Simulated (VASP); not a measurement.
# P (Fm-3m) in VASP: notebook

The runs below take P through relaxation of cell and atoms, single point, with r2SCAN.

Everything below comes from runs of VASP 6.6.1. Logs are shortened: lines on timing, memory, paths and dates and some standing lists are left out, and cuts for length are marked.

**1. The cell of the first run**

The structure is cubic, space group Fm-3m (No. 225). The conventional cell has a = 3.880 Å, b = 3.880 Å, c = 3.880 Å, α = 90.00°, β = 90.00°, γ = 90.00°. P (site symmetry m-3m) has 12 P at 2.74 Å within 3.6 Å.

This isn't the form of P at room conditions, which is orthorhombic.

**2. Relaxation of cell and atoms, r2SCAN**

POSCAR reads:

```
P
1.0
    0.0000000000      1.9400000000      1.9400000000
    1.9400000000      0.0000000000      1.9400000000
    1.9400000000      1.9400000000      0.0000000000
P
1
Direct
    0.0000000000      0.0000000000      0.0000000000
```

INCAR.step1 reads:

```
PREC     = Accurate       # precision mode
ENCUT    = 550            # plane-wave cutoff, eV
ISMEAR   = 0              # smearing method
SIGMA    = 0.02           # smearing width, eV
LREAL    = False          # projectors in reciprocal space
LASPH    = True           # aspherical terms in the spheres
NELM     = 120            # most SCF steps
GGA      = PE             # functional
ALGO     = Normal         # electronic algorithm
EDIFF    = 1E-5           # SCF threshold, eV
LWAVE    = True           # write WAVECAR
LCHARG   = False          # write CHGCAR
GGA_COMPAT= False        
IBRION   = 2              # ionic algorithm
ISIF     = 3              # what is computed and relaxed
EDIFFG   = -0.005         # ionic threshold
NELMIN   = 4            
NSW      = 100            # ionic steps
```

INCAR.step2 reads:

```
PREC     = Accurate       # precision mode
ENCUT    = 550            # plane-wave cutoff, eV
EDIFF    = 1E-7           # SCF threshold, eV
ISMEAR   = 0              # smearing method
SIGMA    = 0.02           # smearing width, eV
LREAL    = False          # projectors in reciprocal space
LASPH    = True           # aspherical terms in the spheres
NELM     = 120            # most SCF steps
ALGO     = Normal         # electronic algorithm
ISIF     = 3              # what is computed and relaxed
LWAVE    = False          # write WAVECAR
LCHARG   = False          # write CHGCAR
METAGGA  = R2SCAN         # meta-GGA
LMIXTAU  = True         
IBRION   = 2              # ionic algorithm
NSW      = 50             # ionic steps
EDIFFG   = -0.02          # ionic threshold
ISTART   = 1            
GGA_COMPAT= False        
NELMIN   = 4
```

KPOINTS reads:

```
Automatic mesh
0
Gamma
  9 9 9
```

Potentials or basis: VASP PAW PBE potentials, release 64 (P).

On the command line:

```
> cat potpaw_PBE.64/P/POTCAR > POTCAR
> cp INCAR.step1 INCAR
> mpirun -np 1 vasp_std > vasp.out
> cp INCAR.step2 INCAR
> mpirun -np 1 vasp_std > vasp.out
```

OUTCAR:

```text
PREC = Accurate
   ENCUT = 550
   EDIFF = 1E-7
   ISMEAR = 0
   LREAL = False
   LASPH = True
   NELM = 120
   ISIF = 3
   METAGGA = R2SCAN
   IBRION = 2
   NSW = 50
   EDIFFG = -0.02
   ISTART = 1
   NELMIN = 4

 ion  position               nearest neighbor table
   1  0.000  0.000  0.000-

  LATTYP: Found a face centered cubic cell.
 ALAT       =     3.8800000000

  Lattice vectors:

 A1 = (   0.0000000000,   1.9400000000,   1.9400000000)
 A2 = (   1.9400000000,   0.0000000000,   1.9400000000)
 A3 = (   1.9400000000,   1.9400000000,   0.0000000000)

Analysis of symmetry for initial positions (statically):
=====================================================================
 Subroutine PRICEL returns:
 Original cell was already a primitive cell.

 Routine SETGRP: Setting up the symmetry group for a
 face centered cubic supercell.

 Subroutine GETGRP returns: Found 48 space group operations
 (whereof 48 operations were pure point group operations)
 out of a pool of 48 trial point group operations.

The static configuration has the point symmetry O_h .

Analysis of symmetry for dynamics (positions and initial velocities):
=====================================================================
 Subroutine PRICEL returns:
 Original cell was already a primitive cell.

 Routine SETGRP: Setting up the symmetry group for a
 face centered cubic supercell.

 Subroutine GETGRP returns: Found 48 space group operations
 (whereof 48 operations were pure point group operations)
 out of a pool of 48 trial point group operations.

The dynamic configuration has the point symmetry O_h .

 Subroutine INISYM returns: Found 48 space group operations
 (whereof 48 operations are pure point group operations),
 and found     1 'primitive' translations

----------------------------------------------------------------------------------------

                                     Primitive cell

  volume of cell :      14.6028

  direct lattice vectors                    reciprocal lattice vectors
     0.000000000  1.940000000  1.940000000    -0.257731959  0.257731959  0.257731959
     1.940000000  0.000000000  1.940000000     0.257731959 -0.257731959  0.257731959
     1.940000000  1.940000000  0.000000000     0.257731959  0.257731959 -0.257731959

  length of vectors
     2.743574311  2.743574311  2.743574311     0.446404847  0.446404847  0.446404847

  position of ions in fractional coordinates (direct lattice)
     0.000000000  0.000000000  0.000000000

  ion indices of the primitive-cell ions
   primitive index   ion index
[... 57 lines left out ...]
   total plane-waves  NPLWV =  13824
   dimension x,y,z NGX =    24 NGY =   24 NGZ =   24
   dimension x,y,z NGXF=    48 NGYF=   48 NGZF=   48
   ions per type =               1
   NGX,Y,Z   is equivalent  to a cutoff of  14.54, 14.54, 14.54 a.u.
   NGXF,Y,Z  is equivalent  to a cutoff of  29.09, 29.09, 29.09 a.u.
 SYSTEM =  unknown system
   PREC   = accura    normal or accurate (medium, high low for compatibility)
   ISTART =      1    job   : 0-new  1-cont  2-samecut
   ICHARG =      0    charge: 1-file 2-atom 10-const
   ISPIN  =      1    spin polarized calculation?
   LNONCOLLINEAR =      F non collinear calculations
   LSORBIT =      F    spin-orbit coupling
   LASPH  =      T    aspherical Exc in radial PAW
   ENCUT  =  550.0 eV  40.42 Ry    6.36 a.u.   5.25  5.25  5.25*2*pi/ulx,y,z
   NELM   =    120;   NELMIN=  4; NELMDL=  0     # of ELM steps
   EDIFF  = 0.1E-06   stopping-criterion for ELM
   LREAL  =      F    real-space projection
   EDIFFG = -.2E-01   stopping-criterion for IOM
   NSW    =     50    number of steps for IOM
   IBRION =      2    ionic relax: 0-MD 1-quasi-New 2-CG
   NFREE  =      1    steps in history (QN), initial steepest desc. (CG)
   ISIF   =      3    stress and relaxation
   ISYM   =      2    0-nonsym 1-usesym 2-fastsym
   POTIM  = 0.5000    time-step for ionic-motion
   TEBEG  =    0.0;   TEEND  =   0.0 temperature during run
   PSTRESS=    0.0 pullay stress
   NELECT =       5.0000    total number of electrons
   NUPDOWN=      -1.0000    fix difference up-down
   EMIN   =  10.00;   EMAX   =-10.00  energy-range for DOS
   EFERMI =   0.00;   METHOD = LEGACY
   ISMEAR =     0;   SIGMA  =   0.02  broadening in eV -4-tet -1-fermi 0-gaus
   EFERMI_NEDOS =   21; number of points for ismear=-14 and -15
   IALGO  =     38    algorithm
   IMIX   =      4    mixing-type and parameters
     AMIX     =   0.40;   BMIX     =  1.00
     AMIX_MAG =   1.60;   BMIX_MAG =  1.00
  volume/ion in A,a.u.               =      14.60        98.54
  Fermi-wavevector in a.u.,A,eV,Ry     =   1.145301  2.164306 17.846968  1.311715
  Thomas-Fermi vector in A             =   2.281990
   LORBIT       =      0    0 simple, 1 ext, 2 COOP (PROOUT), +10 PAW based schemes
   METAGGA = R2SCAN    functional components
   LHFCALC =     F    Hartree Fock is set to
   AEXX    =    0.0000 exact exchange contribution
   IVDW    =     0    specifies the selected vdW correction
   LEPSILON=     F    determine dielectric tensor
   LRPA    =     F    only Hartree local field effects (RPA)
 conjugate gradient relaxation of ions
 non-spin polarized calculation
 Gauss-broadening in eV      SIGMA  =   0.02
  energy-cutoff  :      550.00
  volume of cell :       14.60
 maximum number of plane-waves:       440
 NGX is ok and might be reduce to    24
   NGX = 11   NGY = 11   NGZ = 11

--------------------------------------- Ionic step        1  -------------------------------------------

 number of electron       5.0000000 magnetization

 Free energy of the ion-electron system (eV)
  ---------------------------------------------------
  ext. energy  EPLUGINS =         0.00000000
  ---------------------------------------------------
  free energy    TOTEN  =        -7.84466062 eV

  energy without entropy =       -7.84391977  energy(sigma->0) =       -7.84429020

 E-fermi :   9.9819     XC(G=0): -12.1948

 val. band max:        9.9807929786   @ k =  -0.4444   0.3333   0.1111
 cond. band min:      10.1863317070   @ k =   0.4444   0.2222   0.0000
 fundamental gap:      0.2055387284
 Fermi energy:         9.9819027177

 k-point     1 :       0.0000    0.0000    0.0000
  band No.  band energies     occupation
      1      -7.5040      2.00000
      2      16.9039      0.00000
      3      16.9039      0.00000
      4      16.9039      0.00000
      5      21.7957      0.00000
      6      21.7957      0.00000
[... 276 lines left out ...]
--------------------------------------- Ionic step        3  -------------------------------------------

 number of electron       5.0000000 magnetization

 Free energy of the ion-electron system (eV)
  ---------------------------------------------------
  ext. energy  EPLUGINS =         0.00000000
  ---------------------------------------------------
  free energy    TOTEN  =        -7.84525902 eV

  energy without entropy =       -7.84450074  energy(sigma->0) =       -7.84487988

 E-fermi :  10.1385     XC(G=0): -12.2536

 val. band max:       10.1372719783   @ k =  -0.4444   0.3333   0.1111
 cond. band min:      10.3731695009   @ k =   0.4444   0.2222   0.0000
 fundamental gap:      0.2358975226
 Fermi energy:        10.1385301534

 k-point     1 :       0.0000    0.0000    0.0000
  band No.  band energies     occupation
      1      -7.4636      2.00000
      2      17.1903      0.00000
      3      17.1903      0.00000
      4      17.1903      0.00000
      5      21.9925      0.00000
      6      21.9925      0.00000
[... 235 lines left out ...]
  FREE ENERGIE OF THE ION-ELECTRON SYSTEM (eV)
  ---------------------------------------------------
  free  energy   TOTEN  =        -7.8452590200 eV

  energy  without entropy=       -7.8445007421  energy(sigma->0) =       -7.84487988

 reached required accuracy - stopping structural energy minimisation
```

OUTCAR.step1:

```text
PREC = Accurate
   ENCUT = 550
   ISMEAR = 0
   LREAL = False
   LASPH = True
   NELM = 120
   GGA = PE
   EDIFF = 1E-5
   IBRION = 2
   ISIF = 3
   EDIFFG = -0.005
[... 497 lines left out ...]
 cond. band min:      10.4596723462   @ k =   0.4444   0.2222   0.0000
 fundamental gap:      0.2472088081
 Fermi energy:        10.2142674079

 k-point     1 :       0.0000    0.0000    0.0000
  band No.  band energies     occupation
      1      -6.4914      2.00000
      2      16.9399      0.00000
      3      16.9399      0.00000
      4      16.9399      0.00000
      5      21.4738      0.00000
      6      21.4738      0.00000
[... 235 lines left out ...]
  FREE ENERGIE OF THE ION-ELECTRON SYSTEM (eV)
  ---------------------------------------------------
  free  energy   TOTEN  =        -4.5066420175 eV

  energy  without entropy=       -4.5058440849  energy(sigma->0) =       -4.50624305

 reached required accuracy - stopping structural energy minimisation
```

OSZICAR.step1:

```text
N       E                     dE             d eps       ncg     rms          rms(c)
DAV:   1     0.359670436017E+01    0.35967E+01   -0.21841E+03   426   0.630E+02
DAV:   2    -0.440127817916E+01   -0.79980E+01   -0.75764E+01   624   0.706E+01
DAV:   3    -0.451484952162E+01   -0.11357E+00   -0.11357E+00   468   0.885E+00
DAV:   4    -0.451513811689E+01   -0.28860E-03   -0.28860E-03   660   0.493E-01
[... 11 lines left out ...]
       N       E                     dE             d eps       ncg     rms          rms(c)
DAV:   1    -0.450675897439E+01   -0.20133E-03   -0.42978E-03   420   0.432E-01    0.692E-02
DAV:   2    -0.450667919857E+01    0.79776E-04   -0.64035E-05   498   0.781E-02    0.365E-02
DAV:   3    -0.450664242648E+01    0.36772E-04   -0.73312E-05   420   0.565E-02    0.947E-03
DAV:   4    -0.450664201747E+01    0.40901E-06   -0.19735E-07   246   0.521E-03
   3 F= -.45066420E+01 E0= -.45062431E+01  d E =-.165358E-02
```

Run time: 42 s. Hardware: 1 thread of AMD EPYC 7R43 (Zen 3), shared host; peak memory 0.1 GiB.

Results:

| Quantity | Value |
| --- | --- |
| Free energy | -7.8453 eV |
| Relaxed volume | 14.43 Å³/atom |
| Relaxed cell | a = 2.733 Å, b = 2.733 Å, c = 2.733 Å, α = 60.00°, β = 60.00°, γ = 60.00° |
| Space group after relaxing (to 0.1 Å) | Fm-3m (No. 225) |
| Energy gained by relaxing | 0.6 meV/atom |
| Ionic steps | 3 |
| Pressure after relaxing | 0.0 GPa |
| Band gap on the k mesh | zero (an odd number of electrons rules out a gap without spin polarisation) |

Step by step:
| step | energy change (eV) | largest force (eV/Å) | pressure (GPa) | volume (Å³) |
| --- | --- | --- | --- | --- |
| 1 | 0.0000 | 0.0000 | -1.12 | 14.60 |
| 2 | -0.0006 | 0.0000 | 0.27 | 14.39 |
| 3 | -0.0006 | 0.0000 | -0.03 | 14.43 |

Final structure:
```
P
1.0
     0.00000    1.93236    1.93236
     1.93236    0.00000    1.93236
     1.93236    1.93236    0.00000
P
1
Cartesian
  0.0000 0.0000 0.0000
```

Levels at points of the mesh, in eV from the Fermi level:
```csv
k point,band 1,band 2,band 3,band 4,band 5,band 6
"(0.00, 0.00, 0.00)",-17.60,7.05,7.05,7.05,11.85,11.85
```

Caveat: the PAW data sets were made with another functional, which shifts forces and pressure a little.

(Part 1 of 2 ends here.)
